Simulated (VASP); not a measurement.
# H2W8C8O in VASP: single point with LDA

Aim: the single point of H2W8C8O with LDA.

Program: VASP 6.6.1. These are calculated values, not measurements. Logs are shortened: lines on timing, memory, paths and dates and some standing lists are left out, and cuts for length are marked.

## (1) The cell of the first run

The cell holds a slab with vacuum, 19 atoms: a = 5.696 Å, b = 5.696 Å, c = 17.196 Å, α = 90.00°, β = 90.00°, γ = 120.00°.

## (2) Single point, LDA

The input, INCAR:

```
  PREC = Accurate
  ENCUT = 520
  EDIFF = 1E-6
  ISMEAR = 0
  SIGMA = 0.15
  LREAL = Auto
  LASPH = T
  NELM = 100
  ALGO = Normal
  ISIF = 2
  LWAVE = F
  LCHARG = F
  GGA = CA
  NBANDS = 91
```

The input, KPOINTS:

```
regular mesh
0
Gamma
  4 4 1
```

The input, POSCAR:

```
H2W8C8O
1.0
    5.6955400000      0.0000000000      0.0000000000
   -2.8477700000      4.9324820000      0.0000000000
    0.0000000000      0.0000000000     17.1959050000
W C O H
8 8 1 2
Direct
    0.0000000000      0.0000000000      0.0581534000
    0.0048669312      0.0034102961      0.2188895041
    0.0000000000      0.5000000000      0.0581534000
    0.0037482197      0.5065900090      0.2233917429
    0.5000000000      0.0000000000      0.0581534000
    0.4992483484      0.0045212812      0.2212419739
    0.5000000000      0.5000000000      0.0581534000
    0.5015993361      0.5033751651      0.2229151237
    0.3334050600      0.1662698325      0.1347041747
    0.3293263145      0.1642137093      0.2947077935
    0.3291146213      0.6669323256      0.1348340921
    0.3601577045      0.6840871064      0.2883119914
    0.8329461778      0.1683628237      0.1353149428
    0.8457212609      0.1513998050      0.3015309055
    0.8334852267      0.6643927924      0.1356389800
    0.8427634611      0.6869453026      0.2943319644
    0.9176798236      0.3145132106      0.3537710757
    0.8358222852      0.6733289401      0.3578708496
    0.3359267139      0.1740145595      0.3583583185
```

Potentials or basis: VASP PAW LDA potentials, release 64 (W_sv, C, O, H).

Run with:

```sh
$ cat potpaw_LDA.64/W_sv/POTCAR potpaw_LDA.64/C/POTCAR potpaw_LDA.64/O/POTCAR potpaw_LDA.64/H/POTCAR > POTCAR
$ mpirun -np 1 vasp_std > vasp.out
```

OUTCAR:

```text
PREC = Accurate
   ENCUT = 520
   EDIFF = 1E-6
   ISMEAR = 0
   LREAL = Auto
   LASPH = T
   NELM = 100
   ISIF = 2
   GGA = CA

 ion  position               nearest neighbor table
   1  0.000  0.000  0.058-   9 2.11  13 2.12  15 2.13   2 2.76   7 2.85   3 2.85   3 2.85   7 2.85
                             5 2.85   5 2.85
   2  0.005  0.003  0.219-  16 2.03  10 2.06  14 2.08   9 2.17  13 2.20  15 2.20   1 2.76   6 2.81
                             4 2.83   8 2.84   8 2.86   4 2.87   6 2.88
   3  0.000  0.500  0.058-  11 2.09  13 2.11  15 2.11   4 2.84   5 2.85   1 2.85   1 2.85   5 2.85
                             7 2.85   7 2.85
   4  0.004  0.507  0.223-  16 2.08  12 2.08  14 2.21  11 2.21  15 2.21  13 2.25  17 2.43   2 2.83
                             6 2.83   3 2.84   8 2.84   8 2.85   6 2.87   2 2.87
   5  0.500  0.000  0.058-   9 2.10  11 2.11  13 2.11   6 2.80   7 2.85   3 2.85   7 2.85   3 2.85
                             1 2.85   1 2.85
   6  0.499  0.005  0.221-  12 1.96  10 2.06   9 2.20  14 2.20  13 2.21  11 2.23   5 2.80   2 2.81
                             4 2.83   8 2.83   8 2.86   4 2.87   2 2.88
   7  0.500  0.500  0.058-   9 2.11  15 2.12  11 2.12   8 2.83   1 2.85   5 2.85   5 2.85   1 2.85
                             3 2.85   3 2.85
   8  0.502  0.503  0.223-  12 1.95  10 2.08  16 2.08  15 2.22  11 2.25   9 2.25   7 2.83   6 2.83
                             2 2.84   4 2.84   4 2.85   2 2.86   6 2.86
   9  0.333  0.166  0.135-   5 2.10   1 2.11   7 2.11   2 2.17   6 2.20   8 2.25
  10  0.329  0.164  0.295-  19 1.10   6 2.06   2 2.06   8 2.08
  11  0.329  0.667  0.135-   3 2.09   5 2.11   7 2.12   4 2.21   6 2.23   8 2.25
  12  0.360  0.684  0.288-   8 1.95   6 1.96   4 2.08
  13  0.833  0.168  0.135-   3 2.11   5 2.11   1 2.12   2 2.20   6 2.21   4 2.25
  14  0.846  0.151  0.302-  17 1.21   2 2.08   6 2.20   4 2.21
  15  0.833  0.664  0.136-   3 2.11   7 2.12   1 2.13   2 2.20   4 2.21   8 2.22
  16  0.843  0.687  0.294-  18 1.09   2 2.03   4 2.08   8 2.08
  17  0.918  0.315  0.354-  14 1.21   4 2.43
  18  0.836  0.673  0.358-  16 1.09
  19  0.336  0.174  0.358-  10 1.10

  LATTYP: Found a hexagonal cell.
 ALAT       =     5.6955400000
 C/A-ratio  =     3.0191878206

  Lattice vectors:

 A1 = (   5.6955400000,   0.0000000000,   0.0000000000)
 A2 = (  -2.8477700000,   4.9324820000,   0.0000000000)
 A3 = (   0.0000000000,   0.0000000000,  17.1959050000)

Analysis of symmetry for initial positions (statically):
=====================================================================
 Subroutine PRICEL returns:
 Original cell was already a primitive cell.

 Routine SETGRP: Setting up the symmetry group for a
 hexagonal supercell.

 Subroutine GETGRP returns: Found  1 space group operations
 (whereof  1 operations were pure point group operations)
 out of a pool of 24 trial point group operations.

The static configuration has the point symmetry C_1 .

Analysis of symmetry for dynamics (positions and initial velocities):
=====================================================================
 Subroutine PRICEL returns:
 Original cell was already a primitive cell.

 Routine SETGRP: Setting up the symmetry group for a
 hexagonal supercell.

 Subroutine GETGRP returns: Found  1 space group operations
 (whereof  1 operations were pure point group operations)
 out of a pool of 24 trial point group operations.

The dynamic configuration has the point symmetry C_1 .

 Subroutine INISYM returns: Found  1 space group operations
 (whereof  1 operations are pure point group operations),
 and found     1 'primitive' translations

----------------------------------------------------------------------------------------

                                     Primitive cell

  volume of cell :     483.0871

  direct lattice vectors                    reciprocal lattice vectors
     5.695540000  0.000000000  0.000000000     0.175575977  0.101368844  0.000000000
    -2.847770000  4.932482000  0.000000000     0.000000000  0.202737689  0.000000000
     0.000000000  0.000000000 17.195905000     0.000000000  0.000000000  0.058153380

  length of vectors
     5.695540000  5.695539716 17.195905000     0.202737679  0.202737689  0.058153380

  position of ions in fractional coordinates (direct lattice)
     0.000000000  0.000000000  0.058153400
     0.004866931  0.003410296  0.218889504
     0.000000000  0.500000000  0.058153400
     0.003748220  0.506590009  0.223391743
     0.500000000  0.000000000  0.058153400
     0.499248348  0.004521281  0.221241974
[... 11 lines left out ...]
     0.835822285  0.673328940  0.357870850
     0.335926714  0.174014560  0.358358319

  ion indices of the primitive-cell ions
   primitive index   ion index
                 1           1
                 2           2
                 3           3
                 4           4
                 5           5
                 6           6
[... 11 lines left out ...]
                18          18
                19          19

----------------------------------------------------------------------------------------

 KPOINTS: regular mesh

Automatic generation of k-mesh.
 Grid dimensions read from file:
 generate k-points for:    4    4    1

 Generating k-lattice:

  Cartesian coordinates                     Fractional coordinates (reciprocal lattice)
     0.043893994  0.025342211  0.000000000     0.250000000  0.000000000  0.000000000
     0.000000000  0.050684422  0.000000000     0.000000000  0.250000000  0.000000000
     0.000000000  0.000000000  0.058153380     0.000000000  0.000000000  1.000000000

  Length of vectors
     0.050684420  0.050684422  0.058153380

  Shift w.r.t. Gamma in fractional coordinates (k-lattice)
     0.000000000  0.000000000  0.000000000

 Subroutine IBZKPT returns following result:
 ===========================================

 Found     10 irreducible k-points:

 Following reciprocal coordinates:
            Coordinates               Weight
  0.000000  0.000000  0.000000      1.000000
  0.250000  0.000000  0.000000      2.000000
  0.000000  0.250000  0.000000      2.000000
 -0.250000  0.250000  0.000000      2.000000
  0.500000  0.000000  0.000000      1.000000
  0.000000  0.500000  0.000000      1.000000
  0.500000  0.500000  0.000000      1.000000
  0.250000  0.250000  0.000000      2.000000
 -0.250000  0.500000  0.000000      2.000000
  0.500000  0.250000  0.000000      2.000000
   k-points           NKPTS =     10   k-points in BZ     NKDIM =     10   number of bands    NBANDS=     91
   number of dos      NEDOS =    301   number of ions     NIONS =     19
   total plane-waves  NPLWV = 225792
   dimension x,y,z NGX =    42 NGY =   42 NGZ =  128
   dimension x,y,z NGXF=    84 NGYF=   84 NGZF=  256
   ions per type =               8   8   1   2
   NGX,Y,Z   is equivalent  to a cutoff of  12.26, 12.26, 12.37 a.u.
   NGXF,Y,Z  is equivalent  to a cutoff of  24.52, 24.52, 24.75 a.u.
 SYSTEM =  unknown system
   PREC   = accura    normal or accurate (medium, high low for compatibility)
   ISTART =      0    job   : 0-new  1-cont  2-samecut
   ICHARG =      2    charge: 1-file 2-atom 10-const
   ISPIN  =      1    spin polarized calculation?
   LNONCOLLINEAR =      F non collinear calculations
   LSORBIT =      F    spin-orbit coupling
   LASPH  =      T    aspherical Exc in radial PAW
   ENCUT  =  520.0 eV  38.22 Ry    6.18 a.u.  10.59 10.59 31.97*2*pi/ulx,y,z
   NELM   =    100;   NELMIN=  2; NELMDL= -5     # of ELM steps
   EDIFF  = 0.1E-05   stopping-criterion for ELM
   LREAL  =      T    real-space projection
   EDIFFG = 0.1E-04   stopping-criterion for IOM
   NSW    =      0    number of steps for IOM
   IBRION =     -1    ionic relax: 0-MD 1-quasi-New 2-CG
   NFREE  =      0    steps in history (QN), initial steepest desc. (CG)
   ISIF   =      2    stress and relaxation
   ISYM   =      2    0-nonsym 1-usesym 2-fastsym
   POTIM  = 0.5000    time-step for ionic-motion
   TEBEG  =    0.0;   TEEND  =   0.0 temperature during run
   PSTRESS=    0.0 pullay stress
   NELECT =     152.0000    total number of electrons
   NUPDOWN=      -1.0000    fix difference up-down
   EMIN   =  10.00;   EMAX   =-10.00  energy-range for DOS
   EFERMI =   0.00;   METHOD = LEGACY
   ISMEAR =     0;   SIGMA  =   0.15  broadening in eV -4-tet -1-fermi 0-gaus
   EFERMI_NEDOS =   21; number of points for ismear=-14 and -15
   IALGO  =     38    algorithm
   IMIX   =      4    mixing-type and parameters
     AMIX     =   0.40;   BMIX     =  1.00
     AMIX_MAG =   1.60;   BMIX_MAG =  1.00
  volume/ion in A,a.u.               =      25.43       171.58
  Fermi-wavevector in a.u.,A,eV,Ry     =   1.113476  2.104165 16.868896  1.239829
  Thomas-Fermi vector in A             =   2.250061
   LORBIT       =      0    0 simple, 1 ext, 2 COOP (PROOUT), +10 PAW based schemes
   GGA     = CA    functional components
   LHFCALC =     F    Hartree Fock is set to
   AEXX    =    0.0000 exact exchange contribution
   IVDW    =     0    specifies the selected vdW correction
   LEPSILON=     F    determine dielectric tensor
   LRPA    =     F    only Hartree local field effects (RPA)
 non-spin polarized calculation
 Gauss-broadening in eV      SIGMA  =   0.15
  energy-cutoff  :      520.00
  volume of cell :      483.09
 maximum number of plane-waves:     13035
   NGX = 21   NGY = 21   NGZ = 63

 number of electron     152.0000000 magnetization

 Free energy of the ion-electron system (eV)
  ---------------------------------------------------
  ext. energy  EPLUGINS =         0.00000000
  ---------------------------------------------------
  free energy    TOTEN  =      -196.88273495 eV

  energy without entropy =     -196.79027364  energy(sigma->0) =     -196.83650430

 E-fermi :   0.4489     XC(G=0):  -6.2076

 val. band max:        0.4478709721   @ k =   0.5000   0.0000   0.0000
 cond. band min:       0.4494991494   @ k =   0.0000   0.0000   0.0000
 fundamental gap:      0.0016281774
 Fermi energy:         0.4488910058

 k-point     1 :       0.0000    0.0000    0.0000
  band No.  band energies     occupation
      1     -73.0360      2.00000
      2     -72.9418      2.00000
      3     -72.8739      2.00000
      4     -72.8651      2.00000
      5     -72.8548      2.00000
      6     -72.6400      2.00000
[... 899 lines left out ...]
     87       3.1053      0.00000
     88       3.6255      0.00000
 [bands above 88 left out]

------------------------ aborting loop because EDIFF is reached ----------------------------------------

  FORCE on cell =-STRESS in cart. coord.  units (eV):
  Direction    XX          YY          ZZ          XY          YZ          ZX
  --------------------------------------------------------------------------------------
  -------------------------------------------------------------------------------------
  Total        7.4107924      9.8211146      2.5240671     -0.6424338      0.3505303     -0.0249617
  in kB       24.5781831     32.5721110      8.3711675     -2.1306568      1.1625475     -0.0827864
  external PRESSURE =      21.8404872 kB  Pullay stress =       0.0000000 kB

 VOLUME and BASIS-vectors are now :
 -----------------------------------------------------------------------------
  energy-cutoff  :      520.00
  volume of cell :      483.09
      direct lattice vectors                 reciprocal lattice vectors
     5.695540000  0.000000000  0.000000000     0.175575977  0.101368844  0.000000000
    -2.847770000  4.932482000  0.000000000     0.000000000  0.202737689  0.000000000
     0.000000000  0.000000000 17.195905000     0.000000000  0.000000000  0.058153380

 POSITION                                       TOTAL-FORCE (eV/Angst)
 -----------------------------------------------------------------------------------
      0.00000      0.00000      1.00000        -0.121393      0.051591     -0.293189
      0.01801      0.01682      3.76400        -0.027879      0.025824      0.003624
     -1.42389      2.46624      1.00000        -0.084508     -0.039918      0.118461
     -1.42130      2.49875      3.84142         0.010073     -0.016488     -0.002354
      2.84777      0.00000      1.00000         0.109666      0.048840     -0.314932
      2.83061      0.02230      3.80446         0.029882      0.057627     -0.028716
[... 11 lines left out ...]
      2.84297      3.32118      6.15391        -0.002960      0.002555      0.049343
      1.41773      0.85832      6.16230         0.001505      0.001971      0.030611
 -----------------------------------------------------------------------------------
    total drift:                                0.022161     -0.009413      0.000127

  FREE ENERGIE OF THE ION-ELECTRON SYSTEM (eV)
  ---------------------------------------------------
  free  energy   TOTEN  =      -196.8827349486 eV

  energy  without entropy=     -196.7902736429  energy(sigma->0) =     -196.83650430
```

It took 28 min on 1 thread of AMD EPYC 7R43 (Zen 3), shared host; peak memory 0.5 GiB.

What came out:

```
Free energy            : -196.8827 eV
Largest force          : 0.739 eV/Å
Band gap on the k mesh : zero (bands 76 and 77 overlap by 0.89 eV)
```

Forces in eV/Å, atoms in the order of the input:
```
W   -0.121  0.052 -0.293
W   -0.028  0.026  0.004
W   -0.085 -0.040  0.118
W    0.010 -0.016 -0.002
W    0.110  0.049 -0.315
W    0.030  0.058 -0.029
W    0.066 -0.065 -0.041
W    0.018 -0.010 -0.045
C    0.013  0.005  0.009
C   -0.012 -0.004  0.118
C    0.007  0.002  0.017
C   -0.017 -0.031  0.172
C    0.006  0.002  0.002
C    0.038 -0.502 -0.461
C    0.004  0.004  0.010
C   -0.015 -0.009  0.090
O   -0.022  0.474  0.566
H   -0.003  0.003  0.049
H    0.002  0.002  0.031
```

Caveat: there is no dipole correction, which matters where the two faces differ; spin-orbit coupling is left out, which moves the levels of the heavy elements.
